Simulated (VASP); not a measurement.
# W (I4/mmm) in VASP: further runs

W is run at these levels: r2SCAN; tasks: single point.

Program: VASP 6.6.1. These are calculated values, not measurements. Logs are shortened: lines on timing, memory, paths and dates and some standing lists are left out, and cuts for length are marked.

**1. The cell of the first run**

Symmetry: I4/mmm, No. 139, tetragonal system. The conventional cell has a = 3.285 Å, b = 3.285 Å, c = 3.022 Å, α = 90.00°, β = 90.00°, γ = 90.00°. Within 3.7 Å of W (site symmetry 4/mmm) lie 14 W at 2.77 to 3.28 Å.

**2. Single point, r2SCAN**

POSCAR reads:

```
W
1.0
   -1.6423178603      1.6423178603      1.5109324315
    1.6423178603     -1.6423178603      1.5109324315
    1.6423178603      1.6423178603     -1.5109324315
W
1
Direct
    0.0000000000      0.0000000000      0.0000000000
```

INCAR.step1 reads:

```
SYSTEM = W
PREC = Accurate
ENCUT = 520
ISMEAR = 0
SIGMA = 0.15
LREAL = .FALSE.
LASPH = .TRUE.
NELM = 100
NBANDS = 13
GGA = PE
ALGO = Normal
EDIFF = 1E-4
LWAVE = .TRUE.
LCHARG = .FALSE.
```

INCAR.step2 reads:

```
SYSTEM = W
PREC = Accurate
ENCUT = 520
EDIFF = 1E-6
ISMEAR = 0
SIGMA = 0.15
LREAL = .FALSE.
LASPH = .TRUE.
NELM = 100
ALGO = Normal
ISIF = 2
LWAVE = .FALSE.
LCHARG = .FALSE.
METAGGA = R2SCAN
LMIXTAU = .TRUE.
NBANDS = 13
ISTART = 1
```

KPOINTS reads:

```
regular mesh
0
G
  24 24 24
  0 0 0
```

Potentials or basis: VASP PAW PBE potentials, release 64 (W_sv).

Started as:

```bash
$ cat potpaw_PBE.64/W_sv/POTCAR > POTCAR
$ cp INCAR.step1 INCAR
$ mpirun -np 1 vasp_std > vasp.out
$ cp INCAR.step2 INCAR
$ mpirun -np 1 vasp_std > vasp.out
```

OUTCAR:

```text
SYSTEM = W
   PREC = Accurate
   ENCUT = 520
   EDIFF = 1E-6
   ISMEAR = 0
   LREAL = .FALSE.
   LASPH = .TRUE.
   NELM = 100
   ISIF = 2
   METAGGA = R2SCAN
   ISTART = 1

 ion  position               nearest neighbor table
   1  0.000  0.000  0.000-

  LATTYP: Found a body centered tetragonal cell.
 ALAT       =     3.2846357206
 C/A-ratio  =     0.9200000000

  Lattice vectors:

 A1 = (  -1.6423178603,   1.6423178603,   1.5109324315)
 A2 = (   1.6423178603,  -1.6423178603,   1.5109324315)
 A3 = (   1.6423178603,   1.6423178603,  -1.5109324315)

Analysis of symmetry for initial positions (statically):
=====================================================================
 Subroutine PRICEL returns:
 Original cell was already a primitive cell.

 Routine SETGRP: Setting up the symmetry group for a
 body centered tetragonal supercell.

 Subroutine GETGRP returns: Found 16 space group operations
 (whereof 16 operations were pure point group operations)
 out of a pool of 16 trial point group operations.

The static configuration has the point symmetry D_4h.

Analysis of symmetry for dynamics (positions and initial velocities):
=====================================================================
 Subroutine PRICEL returns:
 Original cell was already a primitive cell.

 Routine SETGRP: Setting up the symmetry group for a
 body centered tetragonal supercell.

 Subroutine GETGRP returns: Found 16 space group operations
 (whereof 16 operations were pure point group operations)
 out of a pool of 16 trial point group operations.

The dynamic configuration has the point symmetry D_4h.

 Subroutine INISYM returns: Found 16 space group operations
 (whereof 16 operations are pure point group operations),
 and found     1 'primitive' translations

----------------------------------------------------------------------------------------

                                     Primitive cell

  volume of cell :      16.3012

  direct lattice vectors                    reciprocal lattice vectors
    -1.642317860  1.642317860  1.510932431     0.000000000  0.304447764  0.330921482
     1.642317860 -1.642317860  1.510932431     0.304447764  0.000000000  0.330921482
     1.642317860  1.642317860 -1.510932431     0.304447764  0.304447764  0.000000000

  length of vectors
     2.770800015  2.770800015  2.770800015     0.449663728  0.449663728  0.430554157

  position of ions in fractional coordinates (direct lattice)
     0.000000000  0.000000000  0.000000000

  ion indices of the primitive-cell ions
   primitive index   ion index
                 1           1

----------------------------------------------------------------------------------------

 KPOINTS: regular mesh

Automatic generation of k-mesh.
 Grid dimensions read from file:
 generate k-points for:   24   24   24

 Generating k-lattice:

  Cartesian coordinates                     Fractional coordinates (reciprocal lattice)
     0.000000000  0.012685323  0.013788395     0.041666667  0.000000000 -0.000000000
     0.012685323  0.000000000  0.013788395     0.000000000  0.041666667 -0.000000000
     0.012685323  0.012685323  0.000000000     0.000000000  0.000000000  0.041666667

  Length of vectors
     0.018735989  0.018735989  0.017939757

  Shift w.r.t. Gamma in fractional coordinates (k-lattice)
     0.000000000  0.000000000  0.000000000

 Subroutine IBZKPT returns following result:
 ===========================================

 Found   1063 irreducible k-points:

 Following reciprocal coordinates:
            Coordinates               Weight
  0.000000  0.000000  0.000000      1.000000
  0.041667  0.000000  0.000000      8.000000
  0.083333 -0.000000  0.000000      8.000000
  0.125000 -0.000000  0.000000      8.000000
  0.166667  0.000000  0.000000      8.000000
  0.208333  0.000000  0.000000      8.000000
[... 16 lines left out ...]
  0.416667  0.041667  0.000000     16.000000
  0.458333  0.041667  0.000000     16.000000
 [... further k-points ...]
   k-points           NKPTS =   1063   k-points in BZ     NKDIM =   1063   number of bands    NBANDS=     13
   number of dos      NEDOS =    301   number of ions     NIONS =      1
   total plane-waves  NPLWV =  13824
   dimension x,y,z NGX =    24 NGY =   24 NGZ =   24
   dimension x,y,z NGXF=    48 NGYF=   48 NGZF=   48
   ions per type =               1
   NGX,Y,Z   is equivalent  to a cutoff of  14.40, 14.40, 14.40 a.u.
   NGXF,Y,Z  is equivalent  to a cutoff of  28.80, 28.80, 28.80 a.u.
 SYSTEM =  W
   PREC   = accura    normal or accurate (medium, high low for compatibility)
   ISTART =      1    job   : 0-new  1-cont  2-samecut
   ICHARG =      0    charge: 1-file 2-atom 10-const
   ISPIN  =      1    spin polarized calculation?
   LNONCOLLINEAR =      F non collinear calculations
   LSORBIT =      F    spin-orbit coupling
   LASPH  =      T    aspherical Exc in radial PAW
   ENCUT  =  520.0 eV  38.22 Ry    6.18 a.u.   5.15  5.15  5.15*2*pi/ulx,y,z
   NELM   =    100;   NELMIN=  2; NELMDL=  0     # of ELM steps
   EDIFF  = 0.1E-05   stopping-criterion for ELM
   LREAL  =      F    real-space projection
   EDIFFG = 0.1E-04   stopping-criterion for IOM
   NSW    =      0    number of steps for IOM
   IBRION =     -1    ionic relax: 0-MD 1-quasi-New 2-CG
   NFREE  =      0    steps in history (QN), initial steepest desc. (CG)
   ISIF   =      2    stress and relaxation
   ISYM   =      2    0-nonsym 1-usesym 2-fastsym
   POTIM  = 0.5000    time-step for ionic-motion
   TEBEG  =    0.0;   TEEND  =   0.0 temperature during run
   PSTRESS=    0.0 pullay stress
   NELECT =      14.0000    total number of electrons
   NUPDOWN=      -1.0000    fix difference up-down
   EMIN   =  10.00;   EMAX   =-10.00  energy-range for DOS
   EFERMI =   0.00;   METHOD = LEGACY
   ISMEAR =     0;   SIGMA  =   0.15  broadening in eV -4-tet -1-fermi 0-gaus
   EFERMI_NEDOS =   21; number of points for ismear=-14 and -15
   IALGO  =     38    algorithm
   IMIX   =      4    mixing-type and parameters
     AMIX     =   0.40;   BMIX     =  1.00
     AMIX_MAG =   1.60;   BMIX_MAG =  1.00
  volume/ion in A,a.u.               =      16.30       110.01
  Fermi-wavevector in a.u.,A,eV,Ry     =   1.556125  2.940649 32.946829  2.421524
  Thomas-Fermi vector in A             =   2.659966
   LORBIT       =      0    0 simple, 1 ext, 2 COOP (PROOUT), +10 PAW based schemes
   METAGGA = R2SCAN    functional components
   LHFCALC =     F    Hartree Fock is set to
   AEXX    =    0.0000 exact exchange contribution
   IVDW    =     0    specifies the selected vdW correction
   LEPSILON=     F    determine dielectric tensor
   LRPA    =     F    only Hartree local field effects (RPA)
 non-spin polarized calculation
 Gauss-broadening in eV      SIGMA  =   0.15
  energy-cutoff  :      520.00
  volume of cell :       16.30
 maximum number of plane-waves:       458
 NGX is ok and might be reduce to    24
   NGX = 11   NGY = 11   NGZ = 11

 number of electron      14.0000000 magnetization

 Free energy of the ion-electron system (eV)
  ---------------------------------------------------
  ext. energy  EPLUGINS =         0.00000000
  ---------------------------------------------------
  free energy    TOTEN  =       -51.26803803 eV

  energy without entropy =      -51.26231364  energy(sigma->0) =      -51.26517584

 E-fermi :  10.9036     XC(G=0): -14.7766

 val. band max:       10.9026548355   @ k =  -0.2917  -0.3333   0.2500
 cond. band min:      10.9051996065   @ k =  -0.2917   0.3333   0.1250
 fundamental gap:      0.0025447710
 Fermi energy:        10.9036136210

 k-point     1 :       0.0000    0.0000    0.0000
  band No.  band energies     occupation
      1     -65.2563      2.00000
      2     -28.1768      2.00000
      3     -28.1768      2.00000
      4     -28.1229      2.00000
      5       0.9211      2.00000
      6       8.9246      2.00000
      7      10.1356      2.00000
      8      10.1356      2.00000
      9      12.5092      0.00000
     10      14.0981      0.00000
     11      25.5842      0.00000
     12      25.5842      0.00000
     13      27.3693      0.00000

 k-point     2 :       0.0417    0.0000    0.0000
  band No.  band energies     occupation
      1     -65.2539      2.00000
      2     -28.1898      2.00000
      3     -28.1843      2.00000
      4     -28.1339      2.00000
      5       1.0095      2.00000
      6       8.9447      2.00000
      7      10.1123      2.00000
      8      10.1370      2.00000
      9      12.5083      0.00000
     10      14.0219      0.00000
     11      25.7414      0.00000
     12      25.7461      0.00000
     13      27.4683      0.00000

 k-point     3 :       0.0833   -0.0000    0.0000
  band No.  band energies     occupation
      1     -65.2470      2.00000
      2     -28.2455      2.00000
      3     -28.2061      2.00000
      4     -28.1485      2.00000
      5       1.2697      2.00000
      6       8.9588      2.00000
      7      10.0304      2.00000
      8      10.1947      2.00000
      9      12.5156      0.00000
     10      13.8334      0.00000
     11      26.1690      0.00000
     12      26.2031      0.00000
     13      27.7446      0.00000

 k-point     4 :       0.1250   -0.0000    0.0000
  band No.  band energies     occupation
      1     -65.2360      2.00000
      2     -28.3474      2.00000
      3     -28.2406      2.00000
      4     -28.1570      2.00000
      5       1.6858      2.00000
      6       8.8688      2.00000
      7       9.8666      2.00000
      8      10.4257      1.99999
      9      12.5595      0.00000
     10      13.6205      0.00000
     11      26.6738      0.00000
     12      26.9436      0.00000
     13      28.1320      0.00000

 k-point     5 :       0.1667    0.0000    0.0000
  band No.  band energies     occupation
      1     -65.2217      2.00000
      2     -28.4820      2.00000
      3     -28.2853      2.00000
      4     -28.1642      2.00000
      5       2.2288      2.00000
      6       8.6505      2.00000
      7       9.6206      2.00000
      8      10.8776      1.19359
      9      12.6722      0.00000
     10      13.4571      0.00000
     11      26.9663      0.00000
     12      27.9277      0.00000
     13      28.5363      0.00000
[... 257 lines left out ...]
 k-point    22 :       0.3750    0.0417    0.0000
  band No.  band energies     occupation
      1     -65.1306      2.00000
      2     -29.2818      2.00000
      3     -28.5599      2.00000
      4     -28.2125      2.00000
      5       4.6191      2.00000
      6       7.1499      2.00000
      7      10.2619      2.00000
      8      13.2512      0.00000
      9      14.7095      0.00000
     10      15.6874      0.00000
     11      23.4444      0.00000
     12      24.0970      0.00000
     13      29.2478      0.00000

 k-point    23 :       0.4167    0.0417    0.0000
  band No.  band energies     occupation
      1     -65.1217      2.00000
      2     -29.3552      2.00000
      3     -28.5879      2.00000
      4     -28.2149      2.00000
      5       4.6169      2.00000
      6       7.0184      2.00000
      7      10.9113      0.94191
      8      13.3035      0.00000
      9      14.9180      0.00000
     10      16.4883      0.00000
     11      22.7616      0.00000
     12      23.2554      0.00000
     13      28.1270      0.00000

 k-point    24 :       0.4583    0.0417    0.0000
  band No.  band energies     occupation
      1     -65.1172      2.00000
      2     -29.3919      2.00000
      3     -28.6025      2.00000
      4     -28.2155      2.00000
      5       4.6002      2.00000
      6       6.9539      2.00000
      7      11.3559      0.00002
      8      13.2810      0.00000
      9      15.0047      0.00000
     10      16.9755      0.00000
     11      22.2910      0.00000
     12      22.9250      0.00000
     13      27.4776      0.00000

 [... further k-points ...]
[... 5 lines left out ...]
  --------------------------------------------------------------------------------------
  -------------------------------------------------------------------------------------
  Total       -1.4694855     -1.4694855      1.3607032      0.0000000      0.0000000      0.0000000
  in kB     -144.4296665   -144.4296665    133.7379110      0.0000000      0.0000000      0.0000000
  external PRESSURE =     -51.7071407 kB  Pullay stress =       0.0000000 kB

 VOLUME and BASIS-vectors are now :
 -----------------------------------------------------------------------------
  energy-cutoff  :      520.00
  volume of cell :       16.30
      direct lattice vectors                 reciprocal lattice vectors
    -1.642317860  1.642317860  1.510932431     0.000000000  0.304447764  0.330921482
     1.642317860 -1.642317860  1.510932431     0.304447764  0.000000000  0.330921482
     1.642317860  1.642317860 -1.510932431     0.304447764  0.304447764  0.000000000

 POSITION                                       TOTAL-FORCE (eV/Angst)
 -----------------------------------------------------------------------------------
      0.00000      0.00000      0.00000         0.000000     -0.000000      0.000000
 -----------------------------------------------------------------------------------
    total drift:                                0.000000      0.000000      0.000000

  FREE ENERGIE OF THE ION-ELECTRON SYSTEM (eV)
  ---------------------------------------------------
  free  energy   TOTEN  =       -51.2680380320 eV

  energy  without entropy=      -51.2623136400  energy(sigma->0) =      -51.26517584
```

Wall time 6.8 min (1 thread of Intel Xeon 6975P-C, shared host); peak memory 0.33 GiB.

Results:

- Free energy: -51.2680 eV
- Pressure: -5.2 GPa
- Band gap on the k mesh: zero (band 7 reaches 15.95 eV, above the bottom of band 8 at 9.62 eV)

Caveat: the PAW data sets were made with another functional, which shifts forces and pressure a little; spin-orbit coupling is left out, which moves the levels of the heavy elements.

(Part 1 of 3 ends here.)
